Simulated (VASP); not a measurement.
# PbO in VASP: single point with PBEsol

Aim: the single point of PbO with PBEsol.

Everything below comes from runs of VASP 6.6.1. Logs are shortened: lines on timing, memory, paths and dates and some standing lists are left out, and cuts for length are marked.

## Step 1: The cell of the first run

The typed cell holds 8 atoms: a = 5.074 Å, b = 5.641 Å, c = 5.641 Å, α = 89.95°, β = 90.00°, γ = 90.00°.

## Step 2: Single point, PBEsol

INCAR

```
SYSTEM = PbO
  PREC = Accurate
  ENCUT = 520
  EDIFF = 1E-6
  ISMEAR = -1
  SIGMA = 0.05
  LREAL = .FALSE.
  LASPH = .TRUE.
  NELM = 80
  ALGO = Normal
  ISIF = 2
  LWAVE = .FALSE.
  LCHARG = .FALSE.
  GGA = PS
  NBANDS = 50
```

KPOINTS

```
regular mesh
0
G
  6 4 4
  0 0 0
```

POSCAR

```
PbO
1.0
    5.0738754546      0.0128605966     -0.0208027844
   -0.0145513591      5.6407568714      0.0022592136
    0.0231683045      0.0022635964      5.6407595396
Pb O
4 4
Direct
    0.2643212025      0.0007594895     -0.0013483613
   -0.2690300827      0.0008118161      0.4986512263
   -0.2690248487      0.5007825037     -0.0013695246
    0.2643228367      0.5007892030      0.4986309861
    0.4974721033      0.2507851953      0.2486464284
    0.4977709139      0.2507875620      0.7486474163
    0.4978601454      0.7507862192      0.2486474300
    0.4974856815      0.7507873152      0.7486429116
```

Potentials or basis: VASP PAW PBE potentials, release 64 (Pb_d, O).

On the command line:

```console
> cat potpaw_PBE.64/Pb_d/POTCAR potpaw_PBE.64/O/POTCAR > POTCAR
> mpirun -np 1 vasp_std > vasp.out
```

OUTCAR:

```text
SYSTEM = PbO
   PREC = Accurate
   ENCUT = 520
   EDIFF = 1E-6
   ISMEAR = -1
   LREAL = .FALSE.
   LASPH = .TRUE.
   NELM = 80
   ISIF = 2
   GGA = PS

 ion  position               nearest neighbor table
   1  0.264  0.001  0.999-   6 2.32   7 2.32   8 2.32   5 2.32   2 3.68   3 3.68   2 3.68   3 3.68
                             3 3.91   2 3.91   2 3.91   3 3.91   4 3.99   4 3.99   4 3.99   4 3.99
   2  0.731  0.001  0.499-   5 2.32   8 2.32   7 2.32   6 2.32   4 3.68   1 3.68   4 3.68   1 3.68
                             4 3.91   1 3.91   1 3.91   4 3.91   3 3.99   3 3.99   3 3.99   3 3.99
   3  0.731  0.501  0.999-   8 2.32   5 2.32   7 2.32   6 2.32   1 3.68   4 3.68   1 3.68   4 3.68
                             1 3.91   4 3.91   4 3.91   1 3.91   2 3.99   2 3.99   2 3.99   2 3.99
   4  0.264  0.501  0.499-   6 2.32   7 2.32   5 2.32   8 2.32   2 3.68   2 3.68   3 3.68   3 3.68
                             2 3.91   3 3.91   3 3.91   2 3.91   1 3.99   1 3.99   1 3.99   1 3.99
   5  0.497  0.251  0.249-   2 2.32   3 2.32   4 2.32   1 2.32
   6  0.498  0.251  0.749-   1 2.32   4 2.32   3 2.32   2 2.32
   7  0.498  0.751  0.249-   4 2.32   1 2.32   2 2.32   3 2.32
   8  0.497  0.751  0.749-   2 2.32   3 2.32   1 2.32   4 2.32

  LATTYP: Found a base centered monoclinic cell.
 ALAT       =     7.9741278590
 B/A-ratio  =     1.0007915172
 C/A-ratio  =     2.0988035161
 COS(beta)  =    -0.9529356788

  Lattice vectors:

 A1 = (  -0.0231683045,  -0.0022635964,  -5.6407595396)
 A2 = (  -0.0145513591,   5.6407568714,   0.0022592136)
 A3 = (   5.1493147818, -11.2641259534,  11.2561978676)

Analysis of symmetry for initial positions (statically):
=====================================================================
 Subroutine PRICEL returns:
 Original cell was already a primitive cell.

 Routine SETGRP: Setting up the symmetry group for a
 base centered monoclinic supercell.

 Subroutine GETGRP returns: Found  1 space group operations
 (whereof  1 operations were pure point group operations)
 out of a pool of  4 trial point group operations.

The static configuration has the point symmetry C_1 .

Analysis of symmetry for dynamics (positions and initial velocities):
=====================================================================
 Subroutine PRICEL returns:
 Original cell was already a primitive cell.

 Routine SETGRP: Setting up the symmetry group for a
 base centered monoclinic supercell.

 Subroutine GETGRP returns: Found  1 space group operations
 (whereof  1 operations were pure point group operations)
 out of a pool of  4 trial point group operations.

The dynamic configuration has the point symmetry C_1 .

[... 118 lines left out ...]
   POTIM  = 0.5000    time-step for ionic-motion
   TEBEG  =    0.0;   TEEND  =   0.0 temperature during run
   PSTRESS=    0.0 pullay stress
   NELECT =      80.0000    total number of electrons
   NUPDOWN=      -1.0000    fix difference up-down
   EMIN   =  10.00;   EMAX   =-10.00  energy-range for DOS
   EFERMI =   0.00;   METHOD = LEGACY
   ISMEAR =    -1;   SIGMA  =   0.05  broadening in eV -4-tet -1-fermi 0-gaus
   EFERMI_NEDOS =   21; number of points for ismear=-14 and -15
   IALGO  =     38    algorithm
   IMIX   =      4    mixing-type and parameters
     AMIX     =   0.40;   BMIX     =  1.00
     AMIX_MAG =   1.60;   BMIX_MAG =  1.00
  volume/ion in A,a.u.               =      20.18       136.19
  Fermi-wavevector in a.u.,A,eV,Ry     =   1.295477  2.448097 22.834140  1.678262
  Thomas-Fermi vector in A             =   2.426995
   LORBIT       =      0    0 simple, 1 ext, 2 COOP (PROOUT), +10 PAW based schemes
   GGA     = PS    functional components
   LHFCALC =     F    Hartree Fock is set to
   AEXX    =    0.0000 exact exchange contribution
   IVDW    =     0    specifies the selected vdW correction
   LEPSILON=     F    determine dielectric tensor
   LRPA    =     F    only Hartree local field effects (RPA)
 non-spin polarized calculation
  energy-cutoff  :      520.00
  volume of cell :      161.45
 maximum number of plane-waves:      4372
 NGX is ok and might be reduce to    40
   NGX = 19   NGY = 21   NGZ = 21

 number of electron      80.0000002 magnetization

 Free energy of the ion-electron system (eV)
  ---------------------------------------------------
  ext. energy  EPLUGINS =         0.00000000
  ---------------------------------------------------
  free energy    TOTEN  =       -45.74843992 eV

  energy without entropy =      -45.74843958  energy(sigma->0) =      -45.74843975

 E-fermi :   5.4491     XC(G=0):  -9.9836

 val. band max:        4.7989288608   @ k =   0.0000   0.0000   0.0000
 cond. band min:       6.0499777827   @ k =   0.0000   0.0000   0.0000
 fundamental gap:      1.2510489219
 Fermi energy:         5.4491302780

 k-point     1 :       0.0000    0.0000    0.0000
  band No.  band energies     occupation
      1     -13.4907      2.00000
      2     -13.1119      2.00000
      3     -13.1119      2.00000
      4     -12.9464      2.00000
      5     -11.1162      2.00000
      6     -11.1162      2.00000
[... 1261 lines left out ...]
     49      11.3417      0.00000
     50      11.3418      0.00000

 [... further k-points ...]

------------------------ aborting loop because EDIFF is reached ----------------------------------------

  FORCE on cell =-STRESS in cart. coord.  units (eV):
  Direction    XX          YY          ZZ          XY          YZ          ZX
  --------------------------------------------------------------------------------------
  -------------------------------------------------------------------------------------
  Total        0.0987354      0.0686182      0.0679824      0.0006148     -0.0015851     -0.0005352
  in kB        0.9798479      0.6809653      0.6746556      0.0061015     -0.0157302     -0.0053112
  external PRESSURE =       0.7784896 kB  Pullay stress =       0.0000000 kB

 VOLUME and BASIS-vectors are now :
 -----------------------------------------------------------------------------
  energy-cutoff  :      520.00
  volume of cell :      161.45
      direct lattice vectors                 reciprocal lattice vectors
     5.073875455  0.012860597 -0.020802784     0.197083398  0.000508737 -0.000809685
    -0.014551359  5.640756871  0.002259214    -0.000449630  0.177280042 -0.000069294
     0.023168305  0.002263596  5.640759540     0.000727012 -0.000069127  0.177278132

 POSITION                                       TOTAL-FORCE (eV/Angst)
 -----------------------------------------------------------------------------------
      1.36426      0.00994      5.62766        -0.043311     -0.000099      0.000559
      3.72039      0.01511      2.79757         0.043305     -0.000085      0.000045
      3.72473      2.83645      5.61896         0.042959     -0.000060      0.000117
      1.34541      2.82936      2.80829        -0.043439     -0.000198      0.000539
      2.52622      1.42158      1.39277         0.000008      0.000153     -0.000355
      2.53932      1.42273      4.21315         0.000477      0.000147     -0.000305
      2.52092      4.24197      1.39390         0.000042      0.000096     -0.000500
      2.53060      4.24310      4.21426        -0.000041      0.000046     -0.000099
 -----------------------------------------------------------------------------------
    total drift:                                0.000002     -0.000223      0.000437

  FREE ENERGIE OF THE ION-ELECTRON SYSTEM (eV)
  ---------------------------------------------------
  free  energy   TOTEN  =       -45.7484399228 eV

  energy  without entropy=      -45.7484395759  energy(sigma->0) =      -45.74843975
```

stdout:

```text
POSCAR found type information on POSCAR PbO
 POSCAR found :  2 types and       8 ions
 scaLAPACK will be used
 -----------------------------------------------------------------------------
|                                                                             |
|                                                                             |
|     You enforced a specific xc type in the INCAR file but a different       |
|     I HOPE YOU KNOW WHAT YOU ARE DOING!                                     |
|                                                                             |
 -----------------------------------------------------------------------------

 LDA part: xc-table for (Slater+PW92), standard interpolation
 POSCAR, INCAR and KPOINTS ok, starting setup
 FFT: planning ... GRIDC
 FFT: planning ... GRID_SOFT
 FFT: planning ... GRID
 WAVECAR not read
 entering main loop
```

It took 4.2 min on 1 thread of AMD EPYC 9R45 (Zen 5), shared host; peak memory 0.42 GiB.

Results:

```yaml
Free_energy: -45.7484 eV
Pressure: 0.1 GPa
Largest_force: 0.043 eV/Å
Band_gap_on_the_k_mesh: 1.25 eV
```

Forces on the atoms (eV/Å):
```
Pb  -0.043  0.000  0.001
Pb   0.043  0.000  0.000
Pb   0.043  0.000  0.000
Pb  -0.043  0.000  0.001
O    0.000  0.000  0.000
O    0.000  0.000  0.000
O    0.000  0.000 -0.001
O    0.000  0.000  0.000
```

Caveat: the PAW data sets were made with another functional, which shifts forces and pressure a little; spin-orbit coupling is left out, which moves the levels of the heavy elements. A k mesh can miss the band edges.
